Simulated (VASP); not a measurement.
Write the native input for VASP 6.6.1 that does the following.

* Task: single point
* Functional: PBEsol
* Potentials or basis: VASP PAW PBE potentials, release 64 (Si, B)
* Cutoff: 520 eV
* k mesh: 2 × 2 × 2
* Occupations: fermi-dirac, width 0.05 eV
* Spin: collinear spin
* Starting moments: [0.0, 0.0, 0.0, 0.0, 0.0, 0.0, 0.0, 0.0, 0.0, 0.0, 0.0, 0.0, 0.0, 0.0, 0.0, 0.0, 1.0] μB
* Dipole correction: no
* Further INCAR settings: LREAL = Auto; ALGO = Normal; EDIFF = 1e-06; NBANDS = 52

The structure of Si16B (a cell with a defect) lies in POSCAR:

```
Si16B
1.0
    0.0000000000      5.4300000000      5.4300000000
    5.4300000000      0.0000000000      5.4300000000
    5.4300000000      5.4300000000      0.0000000000
Si B
16 1
Direct
    0.0136313360     -0.0100702707     -0.0042256256
    0.1263161917      0.1241997285      0.1247136318
   -0.0055823192      0.0006373678      0.4971045343
    0.1185786597      0.1336654072      0.6125714916
   -0.0042887742      0.4966494576      0.0001112476
    0.1233451954      0.6073141879      0.1340339323
   -0.0122522718      0.5071370860      0.5066754089
    0.1180747505      0.6278379229      0.6273587946
    0.4987183068     -0.0031630002     -0.0048119796
    0.6299885883      0.1199715304      0.1148026753
    0.4969953302      0.0063502213      0.4961463524
    0.6211345396      0.1291034021      0.6216903670
    0.4984463906      0.4982856569      0.0021198704
    0.6225723759      0.6233602365      0.1254073305
    0.4925346563      0.5034150620      0.4997276822
    0.6137691513      0.6304114973      0.6262623450
    0.3003280927      0.2564791066      0.2721871414
```

The input as run:

INCAR

```
  PREC = Accurate
  ENCUT = 520
  EDIFF = 1E-6
  ISMEAR = -1
  SIGMA = 0.05
  LREAL = Auto
  LASPH = True
  NELM = 150
  ALGO = Normal
  ISIF = 2
  LWAVE = False
  LCHARG = False
  ISPIN = 2
  MAGMOM = 0 0 0 0 0 0 0 0 0 0 0 0 0 0 0 0 1
  LORBIT = 11
  GGA = PS
  NBANDS = 52
```

KPOINTS

```
Automatic mesh
0
Gamma
  2 2 2
```

Potentials or basis: VASP PAW PBE potentials, release 64 (Si, B).

The run is started by

```sh
$ cat potpaw_PBE.64/Si/POTCAR potpaw_PBE.64/B/POTCAR > POTCAR
$ mpirun -np 1 vasp_std > vasp.out
```

Results of the run:

```json
{"Pressure": "1.2 GPa", "Largest force": "0.029 eV/Å", "Net moment": "0.00 μB per cell", "Valence electrons inside the program's atomic spheres": "Si 1.67, 1.69, 1.68, 1.70 (each value once); B 1.63"}
```

Caveat: the k points lie up to 0.50 Å⁻¹ apart; the PAW data sets were made with another functional, which shifts forces and pressure a little.

Wall time 7.8 min on 1 thread of Intel(R) Xeon(R) Platinum 8259CL CPU @ 2.50GHz (Skylake/Cascade Lake), on a shared host, peak memory 0.7 GiB.
